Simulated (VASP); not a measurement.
# ZrO2 (Cubic zirconia) (Fm-3m) in VASP: a series of runs

Runs on ZrO2 (Cubic zirconia). Level: PBEsol. Tasks: single point, relaxation of cell and atoms.

All numbers are computed with VASP 6.6.1; they aren't measurements. Logs are shortened: lines on timing, memory, paths and dates and some standing lists are left out, and cuts for length are marked.

### Step 1. The cell of the first run

It takes space group Fm-3m (No. 225, cubic). Conventional cell: a = 5.064 Å, b = 5.064 Å, c = 5.064 Å, α = 90.00°, β = 90.00°, γ = 90.00°. Zr (site symmetry m-3m) has 8 O at 2.19 Å within 2.9 Å. Within 2.9 Å of O (site symmetry -43m) lie 4 Zr at 2.19 Å and 6 O at 2.53 Å.

### Step 2. Single point, PBEsol

The input, INCAR:

```
ALGO = Normal
EDIFF = 1E-6
ENCUT = 600
GGA = PS
GGA_COMPAT = F
ISIF = 2
ISMEAR = 0
LASPH = T
LCHARG = F
LREAL = F
LWAVE = F
NBANDS = 19
NELM = 120
PREC = Accurate
SIGMA = 0.02
```

The input, KPOINTS:

```
k-points
0
Gamma
  8 8 8
```

The input, POSCAR:

```
ZrO2
1.0
    0.0000000000      2.5320465360      2.5320465360
    2.5320465360      0.0000000000      2.5320465360
    2.5320465360      2.5320465360      0.0000000000
Zr O
1 2
Direct
    0.0000000000      0.0000000000      0.0000000000
    0.2500000000      0.2500000000      0.2500000000
    0.7500000000      0.7500000000      0.7500000000
```

Potentials or basis: VASP PAW PBE potentials, release 64 (Zr_sv, O).

Launch:

```
$ cat potpaw_PBE.64/Zr_sv/POTCAR potpaw_PBE.64/O/POTCAR > POTCAR
$ mpirun -np 1 vasp_std > vasp.out
```

OUTCAR:

```text
EDIFF = 1E-6
   ENCUT = 600
   GGA = PS
   ISIF = 2
   ISMEAR = 0
   LASPH = T
   LREAL = F
   NELM = 120
   PREC = Accurate

 ion  position               nearest neighbor table
   1  0.000  0.000  0.000-   3 2.19   3 2.19   3 2.19   2 2.19   3 2.19   2 2.19   2 2.19   2 2.19

   2  0.250  0.250  0.250-   1 2.19   1 2.19   1 2.19   1 2.19
   3  0.750  0.750  0.750-   1 2.19   1 2.19   1 2.19   1 2.19

  LATTYP: Found a face centered cubic cell.
 ALAT       =     5.0640930720

  Lattice vectors:

 A1 = (   0.0000000000,   2.5320465360,   2.5320465360)
 A2 = (   2.5320465360,   0.0000000000,   2.5320465360)
 A3 = (   2.5320465360,   2.5320465360,   0.0000000000)

Analysis of symmetry for initial positions (statically):
=====================================================================
 Subroutine PRICEL returns:
 Original cell was already a primitive cell.

 Routine SETGRP: Setting up the symmetry group for a
 face centered cubic supercell.

 Subroutine GETGRP returns: Found 48 space group operations
 (whereof 48 operations were pure point group operations)
 out of a pool of 48 trial point group operations.

The static configuration has the point symmetry O_h .

Analysis of symmetry for dynamics (positions and initial velocities):
=====================================================================
 Subroutine PRICEL returns:
 Original cell was already a primitive cell.

 Routine SETGRP: Setting up the symmetry group for a
 face centered cubic supercell.

 Subroutine GETGRP returns: Found 48 space group operations
 (whereof 48 operations were pure point group operations)
 out of a pool of 48 trial point group operations.

The dynamic configuration has the point symmetry O_h .

 Subroutine INISYM returns: Found 48 space group operations
 (whereof 48 operations are pure point group operations),
 and found     1 'primitive' translations

----------------------------------------------------------------------------------------

                                     Primitive cell

  volume of cell :      32.4672

  direct lattice vectors                    reciprocal lattice vectors
     0.000000000  2.532046536  2.532046536    -0.197468725  0.197468725  0.197468725
     2.532046536  0.000000000  2.532046536     0.197468725 -0.197468725  0.197468725
     2.532046536  2.532046536  0.000000000     0.197468725  0.197468725 -0.197468725

  length of vectors
     3.580854552  3.580854552  3.580854552     0.342025864  0.342025864  0.342025864

  position of ions in fractional coordinates (direct lattice)
     0.000000000  0.000000000  0.000000000
     0.250000000  0.250000000  0.250000000
     0.750000000  0.750000000  0.750000000

  ion indices of the primitive-cell ions
   primitive index   ion index
                 1           1
                 2           2
                 3           3

----------------------------------------------------------------------------------------

 KPOINTS: k-points

Automatic generation of k-mesh.
 Grid dimensions read from file:
 generate k-points for:    8    8    8

 Generating k-lattice:

  Cartesian coordinates                     Fractional coordinates (reciprocal lattice)
    -0.024683591  0.024683591  0.024683591     0.125000000  0.000000000  0.000000000
     0.024683591 -0.024683591  0.024683591     0.000000000  0.125000000  0.000000000
     0.024683591  0.024683591 -0.024683591     0.000000000  0.000000000  0.125000000

  Length of vectors
     0.042753233  0.042753233  0.042753233

  Shift w.r.t. Gamma in fractional coordinates (k-lattice)
     0.000000000  0.000000000  0.000000000

 Subroutine IBZKPT returns following result:
 ===========================================

 Found     29 irreducible k-points:

 Following reciprocal coordinates:
            Coordinates               Weight
  0.000000  0.000000  0.000000      1.000000
  0.125000  0.000000  0.000000      8.000000
  0.250000  0.000000  0.000000      8.000000
  0.375000  0.000000  0.000000      8.000000
  0.500000  0.000000  0.000000      4.000000
  0.125000  0.125000  0.000000      6.000000
[... 16 lines left out ...]
  0.500000  0.250000  0.125000     48.000000
 -0.375000  0.250000  0.125000     24.000000
 [... further k-points ...]
   k-points           NKPTS =     29   k-points in BZ     NKDIM =     29   number of bands    NBANDS=     19
   number of dos      NEDOS =    301   number of ions     NIONS =      3
   total plane-waves  NPLWV =  27000
   dimension x,y,z NGX =    30 NGY =   30 NGZ =   30
   dimension x,y,z NGXF=    60 NGYF=   60 NGZF=   60
   ions per type =               1   2
   NGX,Y,Z   is equivalent  to a cutoff of  13.93, 13.93, 13.93 a.u.
   NGXF,Y,Z  is equivalent  to a cutoff of  27.86, 27.86, 27.86 a.u.
 SYSTEM =  unknown system
   PREC   = accura    normal or accurate (medium, high low for compatibility)
   ISTART =      0    job   : 0-new  1-cont  2-samecut
   ICHARG =      2    charge: 1-file 2-atom 10-const
   ISPIN  =      1    spin polarized calculation?
   LNONCOLLINEAR =      F non collinear calculations
   LSORBIT =      F    spin-orbit coupling
   LASPH  =      T    aspherical Exc in radial PAW
   ENCUT  =  600.0 eV  44.10 Ry    6.64 a.u.   7.15  7.15  7.15*2*pi/ulx,y,z
   NELM   =    120;   NELMIN=  2; NELMDL= -5     # of ELM steps
   EDIFF  = 0.1E-05   stopping-criterion for ELM
   LREAL  =      F    real-space projection
   EDIFFG = 0.1E-04   stopping-criterion for IOM
   NSW    =      0    number of steps for IOM
   IBRION =     -1    ionic relax: 0-MD 1-quasi-New 2-CG
   NFREE  =      0    steps in history (QN), initial steepest desc. (CG)
   ISIF   =      2    stress and relaxation
   ISYM   =      2    0-nonsym 1-usesym 2-fastsym
   POTIM  = 0.5000    time-step for ionic-motion
   TEBEG  =    0.0;   TEEND  =   0.0 temperature during run
   PSTRESS=    0.0 pullay stress
   NELECT =      24.0000    total number of electrons
   NUPDOWN=      -1.0000    fix difference up-down
   EMIN   =  10.00;   EMAX   =-10.00  energy-range for DOS
   EFERMI =   0.00;   METHOD = LEGACY
   ISMEAR =     0;   SIGMA  =   0.02  broadening in eV -4-tet -1-fermi 0-gaus
   EFERMI_NEDOS =   21; number of points for ismear=-14 and -15
   IALGO  =     38    algorithm
   IMIX   =      4    mixing-type and parameters
     AMIX     =   0.40;   BMIX     =  1.00
     AMIX_MAG =   1.60;   BMIX_MAG =  1.00
  volume/ion in A,a.u.               =      10.82        73.03
  Fermi-wavevector in a.u.,A,eV,Ry     =   1.480234  2.797236 29.811606  2.191091
  Thomas-Fermi vector in A             =   2.594293
   LORBIT       =      0    0 simple, 1 ext, 2 COOP (PROOUT), +10 PAW based schemes
   GGA     = PS    functional components
   LHFCALC =     F    Hartree Fock is set to
   AEXX    =    0.0000 exact exchange contribution
   IVDW    =     0    specifies the selected vdW correction
   LEPSILON=     F    determine dielectric tensor
   LRPA    =     F    only Hartree local field effects (RPA)
 non-spin polarized calculation
 Gauss-broadening in eV      SIGMA  =   0.02
  energy-cutoff  :      600.00
  volume of cell :       32.47
 maximum number of plane-waves:      1106
 NGX is ok and might be reduce to    30
   NGX = 15   NGY = 15   NGZ = 15

 number of electron      23.9999997 magnetization

 Free energy of the ion-electron system (eV)
  ---------------------------------------------------
  ext. energy  EPLUGINS =         0.00000000
  ---------------------------------------------------
  free energy    TOTEN  =       -29.92923322 eV

  energy without entropy =      -29.92923322  energy(sigma->0) =      -29.92923322

 E-fermi :   7.3413     XC(G=0): -12.1393

 val. band max:        7.2610913998   @ k =   0.5000   0.5000   0.0000
 cond. band min:      10.5843938693   @ k =   0.0000   0.0000   0.0000
 fundamental gap:      3.3233024695
 Fermi energy:         7.3413287271

 k-point     1 :       0.0000    0.0000    0.0000
  band No.  band energies     occupation
      1     -40.6167      2.00000
      2     -18.4804      2.00000
      3     -18.4804      2.00000
      4     -18.4804      2.00000
      5     -10.9518      2.00000
      6      -8.2838      2.00000
[... 11 lines left out ...]
     18      16.8496      0.00000
     19      21.5476      0.00000

 k-point     2 :       0.1250    0.0000    0.0000
  band No.  band energies     occupation
      1     -40.6091      2.00000
      2     -18.6039      2.00000
      3     -18.4918      2.00000
      4     -18.4918      2.00000
      5     -10.7203      2.00000
      6      -8.4497      2.00000
[... 11 lines left out ...]
     18      16.6087      0.00000
     19      21.2442      0.00000

 k-point     3 :       0.2500    0.0000    0.0000
  band No.  band energies     occupation
      1     -40.5907      2.00000
      2     -18.8803      2.00000
      3     -18.5190      2.00000
      4     -18.5190      2.00000
      5     -10.2288      2.00000
      6      -8.7386      2.00000
[... 11 lines left out ...]
     18      16.3928      0.00000
     19      20.5940      0.00000

 k-point     4 :       0.3750    0.0000    0.0000
  band No.  band energies     occupation
      1     -40.5722      2.00000
      2     -19.1318      2.00000
      3     -18.5460      2.00000
      4     -18.5460      2.00000
      5      -9.9669      2.00000
      6      -8.7392      2.00000
[... 11 lines left out ...]
     18      16.5698      0.00000
     19      20.7522      0.00000

 k-point     5 :       0.5000    0.0000    0.0000
  band No.  band energies     occupation
      1     -40.5646      2.00000
      2     -19.2300      2.00000
      3     -18.5570      2.00000
      4     -18.5570      2.00000
      5      -9.9631      2.00000
      6      -8.6173      2.00000
[... 11 lines left out ...]
     18      16.1150      0.00000
     19      21.3423      0.00000
[... 334 lines left out ...]
      2     -19.2886      2.00000
      3     -18.6718      2.00000
      4     -18.6718      2.00000
      5      -9.5636      2.00000
      6      -8.6954      2.00000
[... 11 lines left out ...]
     18      20.7295      0.00000
     19      20.8812      0.00000

 k-point    22 :       0.3750    0.2500    0.1250
  band No.  band energies     occupation
      1     -40.5770      2.00000
      2     -18.9659      2.00000
      3     -18.6408      2.00000
      4     -18.5548      2.00000
      5      -9.7691      2.00000
      6      -9.0068      2.00000
[... 11 lines left out ...]
     18      17.0263      0.00000
     19      21.4302      0.00000

 k-point    23 :       0.5000    0.2500    0.1250
  band No.  band energies     occupation
      1     -40.5621      2.00000
      2     -19.0844      2.00000
      3     -18.7415      2.00000
      4     -18.5857      2.00000
      5      -9.5140      2.00000
      6      -9.0090      2.00000
[... 11 lines left out ...]
     18      17.7723      0.00000
     19      21.6323      0.00000

 k-point    24 :      -0.3750    0.2500    0.1250
  band No.  band energies     occupation
      1     -40.5560      2.00000
      2     -19.1287      2.00000
      3     -18.7837      2.00000
      4     -18.6009      2.00000
      5      -9.5355      2.00000
      6      -8.8687      2.00000
[... 11 lines left out ...]
     18      17.8283      0.00000
     19      21.9147      0.00000

 [... further k-points ...]
[... 5 lines left out ...]
  --------------------------------------------------------------------------------------
  -------------------------------------------------------------------------------------
  Total        0.0484162      0.0484162      0.0484162      0.0000000      0.0000000      0.0000000
  in kB        2.3892189      2.3892189      2.3892189      0.0000000      0.0000000      0.0000000
  external PRESSURE =       2.3892189 kB  Pullay stress =       0.0000000 kB

 VOLUME and BASIS-vectors are now :
 -----------------------------------------------------------------------------
  energy-cutoff  :      600.00
  volume of cell :       32.47
      direct lattice vectors                 reciprocal lattice vectors
     0.000000000  2.532046536  2.532046536    -0.197468725  0.197468725  0.197468725
     2.532046536  0.000000000  2.532046536     0.197468725 -0.197468725  0.197468725
     2.532046536  2.532046536  0.000000000     0.197468725  0.197468725 -0.197468725

 POSITION                                       TOTAL-FORCE (eV/Angst)
 -----------------------------------------------------------------------------------
      0.00000      0.00000      0.00000         0.000000      0.000000     -0.000000
      1.26602      1.26602      1.26602         0.000000      0.000000     -0.000000
      3.79807      3.79807      3.79807        -0.000000     -0.000000      0.000000
 -----------------------------------------------------------------------------------
    total drift:                                0.000000     -0.000000      0.000000

  FREE ENERGIE OF THE ION-ELECTRON SYSTEM (eV)
  ---------------------------------------------------
  free  energy   TOTEN  =       -29.9292332158 eV

  energy  without entropy=      -29.9292332158  energy(sigma->0) =      -29.92923322
```

Run time: 44 s. Hardware: 1 thread of AMD EPYC 7R13, shared host; peak memory 0.15 GiB.

Results:

```yaml
Free_energy: -29.9292 eV
Pressure: 0.2 GPa
Band_gap_on_the_k_mesh: 3.32 eV, indirect (least direct gap 3.76 eV)
```

Caveat: the PAW data sets were made with another functional, which shifts forces and pressure a little.

(Part 1 of 2 ends here.)
